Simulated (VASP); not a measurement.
Write the native input for VASP 6.6.1 that does the following.

```yaml
Task: single point
Functional: RPBE
Potentials_or_basis: VASP PAW PBE potentials, release 64 (Zr_sv)
Cutoff: 520 eV
k_mesh: 13 × 13 × 4
Occupations: fermi-dirac, width 0.1 eV
Spin: no spin polarisation
Dipole_correction: no
Further_INCAR_settings: ALGO = Normal; EDIFF = 1e-06; NBANDS = 32
```

The structure of Zr lies in POSCAR:

```
Zr
1.0
    3.3754595378      0.0000000000      0.0000000000
   -1.6877297689      2.9232337092      0.0000000000
    0.0000000000      0.0000000000     10.9052884836
Zr
4
Direct
    0.0000000000      1.0000000000      1.0000000000
    0.0000000000      1.0000000000      0.5000000000
    0.3333333333      0.6666666667      0.2500000000
    0.6666666667      0.3333333333      0.7500000000
```

The input as run:

INCAR

```
ALGO     = Normal         # electronic algorithm
EDIFF    = 1E-6           # SCF threshold, eV
ENCUT    = 520            # plane-wave cutoff, eV
GGA      = RP             # functional
ISIF     = 2              # what is computed and relaxed
ISMEAR   = -1             # smearing method
LASPH    = True           # aspherical terms in the spheres
LCHARG   = True           # write CHGCAR
LELF     = True           # ELF
LREAL    = False          # projectors in reciprocal space
LVHAR    = True         
LWAVE    = False          # write WAVECAR
NBANDS   = 32             # bands
NELM     = 80             # most SCF steps
PREC     = Accurate       # precision mode
SIGMA    = 0.1            # smearing width, eV
```

KPOINTS

```
k-points
0
Gamma
  13 13 4
```

Potentials or basis: VASP PAW PBE potentials, release 64 (Zr_sv).

The run is started by

```sh
$ cat potpaw_PBE.64/Zr_sv/POTCAR > POTCAR
$ mpirun -np 1 vasp_std > vasp.out
```

It gave:

The pressure is -8.1 GPa. The band gap on the k mesh is zero (bands 24 and 25 overlap by 1.24 eV).

Caveat: the cell stands under tension; the PAW data sets were made with another functional, which shifts forces and pressure a little.

Run time: 2.9 min on 1 thread of AMD EPYC 9R45 96-Core Processor (Zen 5) (shared host), peak memory 0.29 GiB.
